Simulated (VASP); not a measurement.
# BeTe (F-43m) in VASP: a series of runs

Runs on BeTe. Level: PBEsol. Tasks: single point.

All numbers are computed with VASP 6.6.1; they aren't measurements. Logs are shortened: lines on timing, memory, paths and dates and some standing lists are left out, and cuts for length are marked.

### Step 1. The cell of the first run

Symmetry: F-43m, No. 216, cubic system. The conventional cell has a = 5.496 Å, b = 5.496 Å, c = 5.496 Å, α = 90.00°, β = 90.00°, γ = 90.00°. Be (site symmetry -43m) has 4 Te at 2.38 Å within 3.1 Å. Te (site symmetry -43m) has 4 Be at 2.38 Å within 3.1 Å.

### Step 2. Single point, PBEsol, non-collinear spin, zero start, spin-orbit coupling

Contents of INCAR:

```
SYSTEM = BeTe
  PREC = Accurate
  ENCUT = 520
  EDIFF = 1E-7
  ISMEAR = 0
  SIGMA = 0.01
  LREAL = .False.
  LASPH = .True.
  NELM = 150
  ALGO = Normal
  ISIF = 2
  LWAVE = .False.
  LCHARG = .False.
  MAGMOM = 0 0 0 0 0 0
  LORBIT = 11
  LSORBIT = .True.
  GGA_COMPAT = .False.
  LORBMOM = .True.
  GGA = PS
  NBANDS = 20
```

Contents of KPOINTS:

```
regular mesh
0
Gamma
  8 8 8
  0 0 0
```

Contents of POSCAR:

```
BeTe
1.0
    2.7479909279      2.7479909279      0.0000000000
   -2.7479909279      2.7479909279      0.0000000000
    0.0000000000      2.7479909279      2.7479909279
Be Te
1 1
Direct
    0.0000000000      0.0000000000      0.0000000000
    0.7500000000      0.2500000000      0.5000000000
```

Potentials or basis: VASP PAW PBE potentials, release 64 (Be, Te).

On the command line:

```sh
cat potpaw_PBE.64/Be/POTCAR potpaw_PBE.64/Te/POTCAR > POTCAR
mpirun -np 1 vasp_ncl > vasp.out
```

OUTCAR:

```text
SYSTEM = BeTe
   PREC = Accurate
   ENCUT = 520
   EDIFF = 1E-7
   ISMEAR = 0
   LREAL = .False.
   LASPH = .True.
   NELM = 150
   ISIF = 2
   LORBIT = 11
   LSORBIT = .True.
   GGA = PS

 ion  position               nearest neighbor table
   1  0.000  0.000  0.000-   2 2.38   2 2.38   2 2.38   2 2.38
   2  0.750  0.250  0.500-   1 2.38   1 2.38   1 2.38   1 2.38

  LATTYP: Found a face centered cubic cell.
 ALAT       =     5.4959818558

  Lattice vectors:

 A1 = (   0.0000000000,   2.7479909279,   2.7479909279)
 A2 = (   2.7479909279,   0.0000000000,   2.7479909279)
 A3 = (   2.7479909279,   2.7479909279,   0.0000000000)

Analysis of symmetry for initial positions (statically):
=====================================================================
 Subroutine PRICEL returns:
 Original cell was already a primitive cell.

 Routine SETGRP: Setting up the symmetry group for a
 face centered cubic supercell.

 Subroutine GETGRP returns: Found 24 space group operations
 (whereof 24 operations were pure point group operations)
 out of a pool of 48 trial point group operations.

The static configuration has the point symmetry T_d .

Analysis of symmetry for dynamics (positions and initial velocities):
=====================================================================
 Subroutine PRICEL returns:
 Original cell was already a primitive cell.

 Routine SETGRP: Setting up the symmetry group for a
 face centered cubic supercell.

 Subroutine GETGRP returns: Found 24 space group operations
 (whereof 24 operations were pure point group operations)
 out of a pool of 48 trial point group operations.

The dynamic configuration has the point symmetry T_d .

Analysis of structural, dynamic, and magnetic symmetry:
=====================================================================
 Subroutine PRICEL returns:
 Original cell was already a primitive cell.

 Routine SETGRP: Setting up the symmetry group for a
 face centered cubic supercell.

 Subroutine GETGRP returns: Found 24 space group operations
 (whereof 24 operations were pure point group operations)
 out of a pool of 48 trial point group operations.

The overall configuration has the point symmetry T_d .

 Subroutine INISYM returns: Found 24 space group operations
 (whereof 24 operations are pure point group operations),
 and found     1 'primitive' translations

----------------------------------------------------------------------------------------

                                     Primitive cell

  volume of cell :      41.5027

  direct lattice vectors                    reciprocal lattice vectors
     2.747990928  2.747990928  0.000000000     0.181951110  0.181951110 -0.181951110
    -2.747990928  2.747990928  0.000000000    -0.181951110  0.181951110 -0.181951110
     0.000000000  2.747990928  2.747990928     0.000000000  0.000000000  0.363902220

  length of vectors
     3.886246040  3.886246040  3.886246040     0.315148567  0.315148567  0.363902220

  position of ions in fractional coordinates (direct lattice)
     0.000000000  0.000000000  0.000000000
     0.750000000  0.250000000  0.500000000

  ion indices of the primitive-cell ions
   primitive index   ion index
                 1           1
                 2           2

----------------------------------------------------------------------------------------

 KPOINTS: regular mesh

Automatic generation of k-mesh.
 Grid dimensions read from file:
 generate k-points for:    8    8    8

 Generating k-lattice:

  Cartesian coordinates                     Fractional coordinates (reciprocal lattice)
     0.022743889  0.022743889 -0.022743889     0.125000000  0.000000000  0.000000000
    -0.022743889  0.022743889 -0.022743889     0.000000000  0.125000000  0.000000000
     0.000000000  0.000000000  0.045487778     0.000000000  0.000000000  0.125000000

  Length of vectors
     0.039393571  0.039393571  0.045487778
[... 97 lines left out ...]

 number of electron       8.0000000 magnetization       0.0000000      0.0000000      0.0000000

 Free energy of the ion-electron system (eV)
  ---------------------------------------------------
  ext. energy  EPLUGINS =         0.00000000
  ---------------------------------------------------
  free energy    TOTEN  =        -8.26657537 eV

  energy without entropy =       -8.26657537  energy(sigma->0) =       -8.26657537

 E-fermi :   6.2143     XC(G=0):  -9.4935

 val. band max:        6.1526452364   @ k =   0.0000   0.0000   0.0000
 cond. band min:       7.5182765174   @ k =   0.5000   0.5000   0.0000
 fundamental gap:      1.3656312809
 Fermi energy:         6.2142825456

 k-point     1 :       0.0000    0.0000    0.0000
  band No.  band energies     occupation
      1      -6.9815      1.00000
      2      -6.9815      1.00000
      3       5.2180      1.00000
      4       5.2180      1.00000
      5       6.1526      1.00000
      6       6.1526      1.00000
[... 541 lines left out ...]
     19      17.8435      0.00000
     20      17.8980      0.00000

 [... further k-points ...]

------------------------ aborting loop because EDIFF is reached ----------------------------------------

  FORCE on cell =-STRESS in cart. coord.  units (eV):
  Direction    XX          YY          ZZ          XY          YZ          ZX
  --------------------------------------------------------------------------------------
  -------------------------------------------------------------------------------------
  Total        1.1240025      1.1240025      1.1240025     -0.0000000      0.0000000     -0.0000000
  in kB       43.3912315     43.3912315     43.3912315     -0.0000000      0.0000000     -0.0000000
  external PRESSURE =      43.3912315 kB  Pullay stress =       0.0000000 kB

 VOLUME and BASIS-vectors are now :
 -----------------------------------------------------------------------------
  energy-cutoff  :      520.00
  volume of cell :       41.50
      direct lattice vectors                 reciprocal lattice vectors
     2.747990928  2.747990928  0.000000000     0.181951110  0.181951110 -0.181951110
    -2.747990928  2.747990928  0.000000000    -0.181951110  0.181951110 -0.181951110
     0.000000000  2.747990928  2.747990928     0.000000000  0.000000000  0.363902220

 POSITION                                       TOTAL-FORCE (eV/Angst)
 -----------------------------------------------------------------------------------
      0.00000      0.00000      0.00000        -0.000000      0.000000      0.000000
      1.37400      4.12199      1.37400         0.000000     -0.000000      0.000000
 -----------------------------------------------------------------------------------
    total drift:                               -0.000000      0.000000     -0.000000

  FREE ENERGIE OF THE ION-ELECTRON SYSTEM (eV)
  ---------------------------------------------------
  free  energy   TOTEN  =        -8.2665753695 eV

  energy  without entropy=       -8.2665753695  energy(sigma->0) =       -8.26657537

 orbital moment (x)

 # of ion     p       d       tot
 ----------------------------------------
  1        -0.000   0.000  -0.000
  2        -0.000  -0.000  -0.000
 ----------------------------------------
           -0.000  -0.000  -0.000

 orbital moment (y)

 # of ion     p       d       tot
 ----------------------------------------
  1         0.000   0.000   0.000
  2         0.000  -0.000  -0.000
 ----------------------------------------
            0.000  -0.000   0.000

 orbital moment (z)

 # of ion     p       d       tot
 ----------------------------------------
  1         0.000   0.000   0.000
  2         0.000  -0.000  -0.000
 ----------------------------------------
            0.000  -0.000   0.000

 Spin-Orbit-Coupling matrix elements

 Ion:    1  E_soc:     -0.0000087
 l=   1
     0.0000000    -0.0000014    -0.0000014
    -0.0000014     0.0000000    -0.0000014
    -0.0000014    -0.0000014     0.0000000
 l=   2
     0.0000000     0.0000000     0.0000000     0.0000000     0.0000000
     0.0000000     0.0000000     0.0000000     0.0000000     0.0000000
     0.0000000     0.0000000     0.0000000     0.0000000     0.0000000
     0.0000000     0.0000000     0.0000000     0.0000000     0.0000000
     0.0000000     0.0000000     0.0000000     0.0000000     0.0000000
 l=   3
     0.0000000     0.0000000     0.0000000     0.0000000     0.0000000     0.0000000     0.0000000
     0.0000000     0.0000000     0.0000000     0.0000000     0.0000000     0.0000000     0.0000000
     0.0000000     0.0000000     0.0000000     0.0000000     0.0000000     0.0000000     0.0000000
     0.0000000     0.0000000     0.0000000     0.0000000     0.0000000     0.0000000     0.0000000
     0.0000000     0.0000000     0.0000000     0.0000000     0.0000000     0.0000000     0.0000000
     0.0000000     0.0000000     0.0000000     0.0000000     0.0000000     0.0000000     0.0000000
     0.0000000     0.0000000     0.0000000     0.0000000     0.0000000     0.0000000     0.0000000

 Ion:    2  E_soc:     -0.1720396
 l=   1
     0.0000000    -0.0285294    -0.0285294
    -0.0285294     0.0000000    -0.0285294
    -0.0285294    -0.0285294     0.0000000
 l=   2
     0.0000000    -0.0000594     0.0000000    -0.0000594    -0.0000845
    -0.0000594     0.0000000    -0.0000633    -0.0000594    -0.0000211
     0.0000000    -0.0000633     0.0000000    -0.0000633     0.0000000
    -0.0000594    -0.0000594    -0.0000633     0.0000000    -0.0000211
    -0.0000845    -0.0000211     0.0000000    -0.0000211     0.0000000
 l=   3
     0.0000000     0.0000000     0.0000000     0.0000000     0.0000000     0.0000000     0.0000000
     0.0000000     0.0000000     0.0000000     0.0000000     0.0000000     0.0000000     0.0000000
     0.0000000     0.0000000     0.0000000     0.0000000     0.0000000     0.0000000     0.0000000
     0.0000000     0.0000000     0.0000000     0.0000000     0.0000000     0.0000000     0.0000000
     0.0000000     0.0000000     0.0000000     0.0000000     0.0000000     0.0000000     0.0000000
     0.0000000     0.0000000     0.0000000     0.0000000     0.0000000     0.0000000     0.0000000
     0.0000000     0.0000000     0.0000000     0.0000000     0.0000000     0.0000000     0.0000000

 total charge

# of ion       s       p       d       tot
------------------------------------------
    1        0.388   0.635   0.000   1.023
    2        1.332   2.177   0.040   3.548
--------------------------------------------------
tot          1.720   2.811   0.040   4.571

 magnetization (x)

# of ion       s       p       d       tot
------------------------------------------
    1        0.000   0.000   0.000   0.000
    2        0.000   0.000  -0.000  -0.000
--------------------------------------------------
tot          0.000   0.000  -0.000   0.000

 magnetization (y)

# of ion       s       p       d       tot
------------------------------------------
    1       -0.000   0.000   0.000  -0.000
    2       -0.000   0.000   0.000   0.000
--------------------------------------------------
tot         -0.000   0.000   0.000  -0.000

 magnetization (z)

# of ion       s       p       d       tot
------------------------------------------
    1       -0.000   0.000   0.000  -0.000
    2        0.000  -0.000   0.000   0.000
--------------------------------------------------
tot         -0.000   0.000   0.000  -0.000
```

Wall time 2 min (1 thread of AMD EPYC 7R13, shared host); peak memory 0.27 GiB.

Results:

* Free energy: -8.2666 eV
* Pressure: 4.3 GPa
* Net moment: 0.00 μB per cell
* Valence electrons inside the program's atomic spheres: Be 1.02; Te 3.55

Moments on the atoms (μB; x, y, z):
```
Be  0.00 0.00 0.00
Te  0.00 0.00 0.00
```

Caveat: the cell stands under pressure; the PAW data sets were made with another functional, which shifts forces and pressure a little.

### Step 3. Single point, PBEsol, non-collinear spin, zero start, spin-orbit coupling

This run uses another cell than the first one, of 21.35 Å³/atom.

Contents of INCAR:

```
SYSTEM = BeTe
ALGO = Normal ; EDIFF = 1E-6
ENCUT = 520 ; GGA = PS
GGA_COMPAT = .False. ; ISIF = 2
ISMEAR = 0 ; LASPH = .True.
LCHARG = .False. ; LORBIT = 11
LORBMOM = .True. ; LREAL = .False.
LSORBIT = .True. ; LWAVE = .False.
MAGMOM = 0 0 0 0 0 0 ; NBANDS = 20
NELM = 150 ; PREC = Accurate
SIGMA = 0.01
```

Contents of KPOINTS:

```
k-points
0
Gamma
  8 8 8
  0 0 0
```

Contents of POSCAR:

```
BeTe
1.0
    2.7740587280      2.7740587280      0.0000000000
   -2.7740587280      2.7740587280      0.0000000000
    0.0000000000      2.7740587280      2.7740587280
Be Te
1 1
Direct
    0.0000000000      0.0000000000      0.0000000000
    0.7500000000      0.2500000000      0.5000000000
```

Potentials or basis: VASP PAW PBE potentials, release 64 (Be, Te).

On the command line:

```sh
cat potpaw_PBE.64/Be/POTCAR potpaw_PBE.64/Te/POTCAR > POTCAR
mpirun -np 1 vasp_ncl > vasp.out
```

Run time: 85 s. Hardware: 1 thread of AMD EPYC 7R13, shared host; peak memory 0.27 GiB.

Results (log left out):

```
Free energy                                           : -8.2910 eV
Pressure                                              : 2.3 GPa
Net moment                                            : 0.00 μB per cell
Valence electrons inside the program's atomic spheres : Be 0.99; Te 3.53
```

Moments on the atoms (μB; x, y, z):
```
Be  0.00 0.00 0.00
Te  0.00 0.00 0.00
```

Caveat: the PAW data sets were made with another functional, which shifts forces and pressure a little.

### Step 4. Single point, PBEsol, non-collinear spin, zero start, spin-orbit coupling

This run uses another cell than the first one, of 22.02 Å³/atom.

Contents of INCAR:

```
SYSTEM = BeTe
ALGO = Normal ; EDIFF = 1E-7
ENCUT = 520 ; GGA = PS
GGA_COMPAT = .False. ; ISIF = 2
ISMEAR = 0 ; LASPH = .True.
LCHARG = .True. ; LORBIT = 11
LORBMOM = .True. ; LREAL = .False.
LSORBIT = .True. ; LVHAR = .True.
LWAVE = .False. ; MAGMOM = 0 0 0 0 0 0
NBANDS = 20 ; NELM = 150
PREC = Accurate ; SIGMA = 0.01
```

KPOINTS is that of step 3.

Contents of POSCAR:

```
BeTe
1.0
    2.8027758361      2.8027758361      0.0000000000
   -2.8027758361      2.8027758361      0.0000000000
    0.0000000000      2.8027758361      2.8027758361
Be Te
1 1
Direct
    0.0000000000      0.0000000000      0.0000000000
    0.7500000000      0.2500000000      0.5000000000
```

On the command line:

```sh
cat potpaw_PBE.64/Be/POTCAR potpaw_PBE.64/Te/POTCAR > POTCAR
mpirun -np 1 vasp_ncl > vasp.out
```

Run time: 1.7 min. Hardware: 1 thread of AMD EPYC 7R13, shared host; peak memory 0.27 GiB.

It converged, with:

```yaml
Free_energy: -8.3015 eV
Pressure: 0.3 GPa
Net_moment: 0.00 μB per cell
Valence_electrons_inside_the_program's_atomic_spheres: Be 0.96; Te 3.51
```

Moments on the atoms (μB; x, y, z):
```
Be  0.00 0.00 0.00
Te  0.00 0.00 0.00
```

Caveat: the PAW data sets were made with another functional, which shifts forces and pressure a little.

[end of part 1 of 2]
